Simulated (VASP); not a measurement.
# AlN (P6_3mc) in VASP: a series of runs

Runs on AlN. Level: PBE. Tasks: single point.

Everything below comes from runs of VASP 6.6.1. Logs are shortened: lines on timing, memory, paths and dates and some standing lists are left out, and cuts for length are marked.

## (1) The cell of the first run

The structure is hexagonal, space group P6_3mc (No. 186). Conventional cell: a = 3.033 Å, b = 3.033 Å, c = 4.729 Å, α = 90.00°, β = 90.00°, γ = 120.00°. Within 2.4 Å of Al (site symmetry 3m) lie 4 N at 1.82 to 1.83 Å. Within 2.4 Å of N (site symmetry 3m) lie 4 Al at 1.82 to 1.83 Å.

## (2) Single point, PBE (strain -0.025 along x and y, -0.050 along z)

Input file INCAR:

```
SYSTEM = AlN
PREC = Accurate
ENCUT = 520
EDIFF = 1E-7
ISMEAR = 0
SIGMA = 0.05
LREAL = .FALSE.
LASPH = .TRUE.
NELM = 60
ALGO = Normal
ISIF = 2
LWAVE = .FALSE.
LCHARG = .TRUE.
GGA = PE
LELF = .TRUE.
LVHAR = .TRUE.
NBANDS = 16
```

Input file KPOINTS:

```
regular mesh
0
G
  9 9 6
  0 0 0
```

Input file POSCAR:

```
AlN
1.0
    3.0332270978      0.0000000000      0.0000000000
   -1.5166135489      2.6268517221      0.0000000000
    0.0000000000      0.0000000000      4.7291000000
Al N
2 2
Direct
    0.3333333333      0.6666666667      0.0000000000
    0.6666666667      0.3333333333      0.5000000000
    0.3333333333      0.6666666667      0.3850000000
    0.6666666667      0.3333333333      0.8850000000
```

Potentials or basis: VASP PAW PBE potentials, release 64 (Al, N).

Run with:

```sh
cat potpaw_PBE.64/Al/POTCAR potpaw_PBE.64/N/POTCAR > POTCAR
mpirun -np 1 vasp_std > vasp.out
```

OUTCAR:

```text
SYSTEM = AlN
   PREC = Accurate
   ENCUT = 520
   EDIFF = 1E-7
   ISMEAR = 0
   LREAL = .FALSE.
   LASPH = .TRUE.
   NELM = 60
   ISIF = 2
   GGA = PE

 ion  position               nearest neighbor table
   1  0.333  0.667  0.000-   3 1.82   4 1.83   4 1.83   4 1.83   2 2.94   2 2.94   2 2.94   2 2.94
                             2 2.94   2 2.94
   2  0.667  0.333  0.500-   4 1.82   3 1.83   3 1.83   3 1.83   1 2.94   1 2.94   1 2.94   1 2.94
                             1 2.94   1 2.94
   3  0.333  0.667  0.385-   1 1.82   2 1.83   2 1.83   2 1.83
   4  0.667  0.333  0.885-   2 1.82   1 1.83   1 1.83   1 1.83

  LATTYP: Found a hexagonal cell.
 ALAT       =     3.0332270978
 C/A-ratio  =     1.5590985599

  Lattice vectors:

 A1 = (   3.0332270978,   0.0000000000,   0.0000000000)
 A2 = (  -1.5166135489,   2.6268517221,   0.0000000000)
 A3 = (   0.0000000000,   0.0000000000,   4.7291000000)

Analysis of symmetry for initial positions (statically):
=====================================================================
 Subroutine PRICEL returns:
 Original cell was already a primitive cell.

 Routine SETGRP: Setting up the symmetry group for a
 hexagonal supercell.

 Subroutine GETGRP returns: Found 12 space group operations
 (whereof  6 operations were pure point group operations)
 out of a pool of 24 trial point group operations.

The static configuration has the point symmetry C_3v.
 The point group associated with its full space group is C_6v.

Analysis of symmetry for dynamics (positions and initial velocities):
=====================================================================
 Subroutine PRICEL returns:
 Original cell was already a primitive cell.

 Routine SETGRP: Setting up the symmetry group for a
 hexagonal supercell.

 Subroutine GETGRP returns: Found 12 space group operations
 (whereof  6 operations were pure point group operations)
 out of a pool of 24 trial point group operations.

The dynamic configuration has the point symmetry C_3v.
 The point group associated with its full space group is C_6v.

 Subroutine INISYM returns: Found 12 space group operations
 (whereof  6 operations are pure point group operations),
 and found     1 'primitive' translations

----------------------------------------------------------------------------------------

                                     Primitive cell

  volume of cell :      37.6807

  direct lattice vectors                    reciprocal lattice vectors
     3.033227098  0.000000000  0.000000000     0.329681876  0.190341920  0.000000000
    -1.516613549  2.626851722  0.000000000     0.000000000  0.380683840  0.000000000
     0.000000000  0.000000000  4.729100000     0.000000000  0.000000000  0.211456725

  length of vectors
     3.033227098  3.033227098  4.729100000     0.380683840  0.380683840  0.211456725

  position of ions in fractional coordinates (direct lattice)
     0.333333333  0.666666667  0.000000000
     0.666666667  0.333333333  0.500000000
     0.333333333  0.666666667  0.385000000
     0.666666667  0.333333333  0.885000000

  ion indices of the primitive-cell ions
   primitive index   ion index
                 1           1
                 2           2
                 3           3
                 4           4

----------------------------------------------------------------------------------------

 KPOINTS: regular mesh

Automatic generation of k-mesh.
 Grid dimensions read from file:
 generate k-points for:    9    9    6

 Generating k-lattice:

  Cartesian coordinates                     Fractional coordinates (reciprocal lattice)
     0.036631320  0.021149102  0.000000000     0.111111111  0.000000000  0.000000000
     0.000000000  0.042298204  0.000000000     0.000000000  0.111111111  0.000000000
     0.000000000  0.000000000  0.035242788     0.000000000  0.000000000  0.166666667

  Length of vectors
     0.042298204  0.042298204  0.035242788

  Shift w.r.t. Gamma in fractional coordinates (k-lattice)
     0.000000000  0.000000000  0.000000000

 Subroutine IBZKPT returns following result:
 ===========================================

 Found     48 irreducible k-points:

 Following reciprocal coordinates:
            Coordinates               Weight
  0.000000  0.000000  0.000000      1.000000
  0.111111  0.000000  0.000000      6.000000
  0.222222  0.000000  0.000000      6.000000
  0.333333 -0.000000  0.000000      6.000000
  0.444444  0.000000  0.000000      6.000000
  0.111111  0.111111  0.000000      6.000000
[... 16 lines left out ...]
  0.333333  0.222222  0.166667     24.000000
  0.333333  0.333333  0.166667      4.000000
 [... further k-points ...]
   k-points           NKPTS =     48   k-points in BZ     NKDIM =     48   number of bands    NBANDS=     16
   number of dos      NEDOS =    301   number of ions     NIONS =      4
   total plane-waves  NPLWV =  20736
   dimension x,y,z NGX =    24 NGY =   24 NGZ =   36
   dimension x,y,z NGXF=    48 NGYF=   48 NGZF=   72
   ions per type =               2   2
   NGX,Y,Z   is equivalent  to a cutoff of  13.15, 13.15, 12.66 a.u.
   NGXF,Y,Z  is equivalent  to a cutoff of  26.31, 26.31, 25.31 a.u.
 SYSTEM =  AlN
   PREC   = accura    normal or accurate (medium, high low for compatibility)
   ISTART =      0    job   : 0-new  1-cont  2-samecut
   ICHARG =      2    charge: 1-file 2-atom 10-const
   ISPIN  =      1    spin polarized calculation?
   LNONCOLLINEAR =      F non collinear calculations
   LSORBIT =      F    spin-orbit coupling
   LASPH  =      T    aspherical Exc in radial PAW
   ENCUT  =  520.0 eV  38.22 Ry    6.18 a.u.   5.64  5.64  8.79*2*pi/ulx,y,z
   NELM   =     60;   NELMIN=  2; NELMDL= -5     # of ELM steps
   EDIFF  = 0.1E-06   stopping-criterion for ELM
   LREAL  =      F    real-space projection
   EDIFFG = 0.1E-05   stopping-criterion for IOM
   NSW    =      0    number of steps for IOM
   IBRION =     -1    ionic relax: 0-MD 1-quasi-New 2-CG
   NFREE  =      0    steps in history (QN), initial steepest desc. (CG)
   ISIF   =      2    stress and relaxation
   ISYM   =      2    0-nonsym 1-usesym 2-fastsym
   POTIM  = 0.5000    time-step for ionic-motion
   TEBEG  =    0.0;   TEEND  =   0.0 temperature during run
   PSTRESS=    0.0 pullay stress
   NELECT =      16.0000    total number of electrons
   NUPDOWN=      -1.0000    fix difference up-down
   EMIN   =  10.00;   EMAX   =-10.00  energy-range for DOS
   EFERMI =   0.00;   METHOD = LEGACY
   ISMEAR =     0;   SIGMA  =   0.05  broadening in eV -4-tet -1-fermi 0-gaus
   EFERMI_NEDOS =   21; number of points for ismear=-14 and -15
   IALGO  =     38    algorithm
   IMIX   =      4    mixing-type and parameters
     AMIX     =   0.40;   BMIX     =  1.00
     AMIX_MAG =   1.60;   BMIX_MAG =  1.00
  volume/ion in A,a.u.               =       9.42        63.57
  Fermi-wavevector in a.u.,A,eV,Ry     =   1.230482  2.325273 20.600380  1.514085
  Thomas-Fermi vector in A             =   2.365329
   LORBIT       =      0    0 simple, 1 ext, 2 COOP (PROOUT), +10 PAW based schemes
   GGA     = PE    functional components
   LHFCALC =     F    Hartree Fock is set to
   AEXX    =    0.0000 exact exchange contribution
   IVDW    =     0    specifies the selected vdW correction
   LEPSILON=     F    determine dielectric tensor
   LRPA    =     F    only Hartree local field effects (RPA)
 non-spin polarized calculation
 Gauss-broadening in eV      SIGMA  =   0.05
  energy-cutoff  :      520.00
  volume of cell :       37.68
 maximum number of plane-waves:      1033
 NGX is ok and might be reduce to    24
   NGX = 11   NGY = 11   NGZ = 17

 number of electron      16.0000000 magnetization

 Free energy of the ion-electron system (eV)
  ---------------------------------------------------
  ext. energy  EPLUGINS =         0.00000000
  ---------------------------------------------------
  free energy    TOTEN  =       -29.36085682 eV

  energy without entropy =      -29.36085682  energy(sigma->0) =      -29.36085682

 E-fermi :   7.6366     XC(G=0): -11.3664

 val. band max:        7.3422424594   @ k =   0.0000   0.0000   0.0000
 cond. band min:      12.3482754474   @ k =   0.0000   0.0000   0.0000
 fundamental gap:      5.0060329879
 Fermi energy:         7.6366292285

 k-point     1 :       0.0000    0.0000    0.0000
  band No.  band energies     occupation
      1      -8.6473      2.00000
      2      -6.0357      2.00000
      3       0.8103      2.00000
      4       6.1416      2.00000
      5       6.1416      2.00000
      6       6.8960      2.00000
[... 8 lines left out ...]
     15      21.1906      0.00000
     16      21.8919      0.00000

 k-point     2 :       0.1111    0.0000    0.0000
  band No.  band energies     occupation
      1      -8.4748      2.00000
      2      -5.9438      2.00000
      3       1.0071      2.00000
      4       5.4182      2.00000
      5       5.9256      2.00000
      6       6.2441      2.00000
[... 8 lines left out ...]
     15      20.9714      0.00000
     16      21.1016      0.00000

 k-point     3 :       0.2222    0.0000    0.0000
  band No.  band energies     occupation
      1      -7.9824      2.00000
      2      -5.7169      2.00000
      3       1.5787      2.00000
      4       3.8607      2.00000
      5       4.9798      2.00000
      6       5.4892      2.00000
[... 8 lines left out ...]
     15      20.5672      0.00000
     16      20.6622      0.00000

 k-point     4 :       0.3333   -0.0000    0.0000
  band No.  band energies     occupation
      1      -7.2633      2.00000
      2      -5.5135      2.00000
      3       2.3299      2.00000
      4       2.4919      2.00000
      5       3.7586      2.00000
      6       5.0881      2.00000
[... 8 lines left out ...]
     15      20.6274      0.00000
     16      22.4195      0.00000
[... 324 lines left out ...]
 k-point    22 :       0.2222    0.2222    0.1667
  band No.  band energies     occupation
      1      -6.7945      2.00000
      2      -5.5565      2.00000
      3       2.2561      2.00000
      4       2.5087      2.00000
      5       3.9664      2.00000
      6       4.3270      2.00000
[... 8 lines left out ...]
     15      20.5909      0.00000
     16      23.2429      0.00000

 k-point    23 :       0.3333    0.2222    0.1667
  band No.  band energies     occupation
      1      -6.1887      2.00000
      2      -5.5795      2.00000
      3       1.7848      2.00000
      4       2.6019      2.00000
      5       3.4104      2.00000
      6       4.5915      2.00000
[... 8 lines left out ...]
     15      20.7823      0.00000
     16      23.2653      0.00000

 k-point    24 :       0.3333    0.3333    0.1667
  band No.  band energies     occupation
      1      -5.7792      2.00000
      2      -5.7792      2.00000
      3       1.9861      2.00000
      4       2.7856      2.00000
      5       2.7856      2.00000
      6       4.3185      2.00000
[... 8 lines left out ...]
     15      20.8356      0.00000
     16      23.5588      0.00000

 [... further k-points ...]
[... 5 lines left out ...]
  --------------------------------------------------------------------------------------
  -------------------------------------------------------------------------------------
  Total        6.2213009      6.2213009      8.3017043      0.0000000      0.0000000      0.0000000
  in kB      264.5287049    264.5287049    352.9871210      0.0000000      0.0000000      0.0000000
  external PRESSURE =     294.0148436 kB  Pullay stress =       0.0000000 kB

 VOLUME and BASIS-vectors are now :
 -----------------------------------------------------------------------------
  energy-cutoff  :      520.00
  volume of cell :       37.68
      direct lattice vectors                 reciprocal lattice vectors
     3.033227098  0.000000000  0.000000000     0.329681876  0.190341920  0.000000000
    -1.516613549  2.626851722  0.000000000     0.000000000  0.380683840  0.000000000
     0.000000000  0.000000000  4.729100000     0.000000000  0.000000000  0.211456725

 POSITION                                       TOTAL-FORCE (eV/Angst)
 -----------------------------------------------------------------------------------
     -0.00000      1.75123      0.00000         0.000000      0.000000     -0.327489
      1.51661      0.87562      2.36455        -0.000000      0.000000     -0.327489
     -0.00000      1.75123      1.82070         0.000000      0.000000      0.327489
      1.51661      0.87562      4.18525        -0.000000      0.000000      0.327489
 -----------------------------------------------------------------------------------
    total drift:                                0.000000      0.000000      0.000181

  FREE ENERGIE OF THE ION-ELECTRON SYSTEM (eV)
  ---------------------------------------------------
  free  energy   TOTEN  =       -29.3608568198 eV

  energy  without entropy=      -29.3608568198  energy(sigma->0) =      -29.36085682
```

It took 17 s on 1 thread of AMD EPYC 9R45 (Zen 5), shared host; peak memory 0.13 GiB.

Results:

- Free energy: -29.3609 eV
- Pressure: 29.4 GPa
- Largest force: 0.327 eV/Å
- Band gap on the k mesh: 5.01 eV, direct

Forces in eV/Å, atoms in the order of the input:
```
Al   0.000  0.000 -0.327
Al   0.000  0.000 -0.327
N    0.000  0.000  0.327
N    0.000  0.000  0.327
```

Stress tensor (GPa, compression positive):
```
26.45  0.00  0.00
 0.00 26.45  0.00
 0.00  0.00 35.30
```

Caveat: the cell differs from its parent crystal (strain -0.025 along x and y, -0.050 along z). A k mesh can miss the band edges.

[end of part 1 of 3]
